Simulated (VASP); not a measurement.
Set up this calculation in VASP 6.6.1, as the native input.

| Quantity | Value |
| --- | --- |
| Task | relaxation of cell and atoms |
| Functional | PBEsol |
| Potentials or basis | VASP PAW PBE potentials, release 64 (Rh_pv) |
| Cutoff | 500 eV |
| k mesh | 6 × 6 × 6 |
| Occupations | gaussian, width 0.1 eV |
| Spin | no spin polarisation |
| Dipole correction | no |
| Further INCAR settings | ALGO = Normal; EDIFF = 1e-07; IBRION = 2; EDIFFG = -0.04; NSW = 90; ISIF = 3 |

The structure of Rh lies in POSCAR:

```
Rh
1.0
    4.4895314866      0.0000000000      0.0000000000
   -2.2447657433      3.8880483185      0.0000000000
    0.0000000000      0.0000000000      2.7522779983
Rh
3
Direct
    0.0000000000      0.0000000000      0.0000000000
    0.3333333333      0.6666666667      0.5000000000
    0.6666666667      0.3333333333      0.5000000000
```

This isn't the form of Rh at room conditions, which is fcc.

These files were run (other wordings do the same):

INCAR

```
SYSTEM = Rh
  PREC = Accurate
  ENCUT = 500
  EDIFF = 1E-7
  ISMEAR = 0
  SIGMA = 0.1
  LREAL = .FALSE.
  LASPH = .TRUE.
  NELM = 120
  ALGO = Normal
  ISIF = 3
  LWAVE = .FALSE.
  LCHARG = .FALSE.
  GGA = PS
  IBRION = 2
  NSW = 90
  EDIFFG = -0.04
  GGA_COMPAT = .FALSE.
  NELMIN = 4
```

KPOINTS

```
Automatic mesh
0
G
  6 6 6
  0 0 0
```

Potentials or basis: VASP PAW PBE potentials, release 64 (Rh_pv).

Command:

```bash
$ cat potpaw_PBE.64/Rh_pv/POTCAR > POTCAR
$ mpirun -np 1 vasp_std > vasp.out
```

Results of the run:

The relaxed volume is 13.89 Å³/atom. The relaxed cell is a = 4.263 Å, b = 4.263 Å, c = 2.647 Å, α = 90.00°, β = 90.00°, γ = 120.00°, the space group after relaxing (to 0.1 Å) is P6/mmm (No. 191) and the pressure after relaxing is 0.0 GPa. The band gap on the k mesh is zero (an odd number of electrons rules out a gap without spin polarisation).

Caveat: the k points lie up to 0.40 Å⁻¹ apart in the final cell, too coarse for converged energies and pressures of a metal; the PAW data sets were made with another functional, which shifts forces and pressure a little.

Wall time 2 min on 1 thread of Intel(R) Xeon(R) Platinum 8488C (Sapphire Rapids) (shared host), peak memory 0.17 GiB.
